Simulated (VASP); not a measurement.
A run of VASP 6.6.1 is set up as follows.

File INCAR:

```
SYSTEM = Tl
  PREC = Accurate
  ENCUT = 520
  EDIFF = 1E-7
  ISMEAR = 0
  SIGMA = 0.15
  LREAL = .False.
  LASPH = .True.
  NELM = 80
  ALGO = Fast
  ISIF = 2
  LWAVE = .False.
  LCHARG = .True.
  GGA = PS
  LELF = .True.
  LVHAR = .True.
  NBANDS = 12
```

File KPOINTS:

```
Automatic mesh
0
Gamma
  16 16 16
  0 0 0
```

File POSCAR:

```
Tl
1.0
   -0.0484194631      2.4209731547      2.2878196312
    2.3725536916      0.0000000000      2.2394001681
    2.4209731547      2.4209731547     -0.0484194631
Tl
1
Direct
    0.0000000000      0.0000000000      0.0000000000
```

Potentials or basis: VASP PAW PBE potentials, release 64 (Tl_d).

Run with:

```console
$ cat potpaw_PBE.64/Tl_d/POTCAR > POTCAR
$ mpirun -np 1 vasp_std > vasp.out
```

(1) Predict the band gap on the k mesh.

(2) Estimate the pressure.

## Answers

(1) zero (an odd number of electrons rules out a gap without spin polarisation).

(2) 2.4 GPa.

Caveat: the cell differs from its parent crystal (engineering shear strain xz -0.0400, normal strain along z -0.0550); the PAW data sets were made with another functional, which shifts forces and pressure a little; spin-orbit coupling is left out, which moves the levels of the heavy elements.
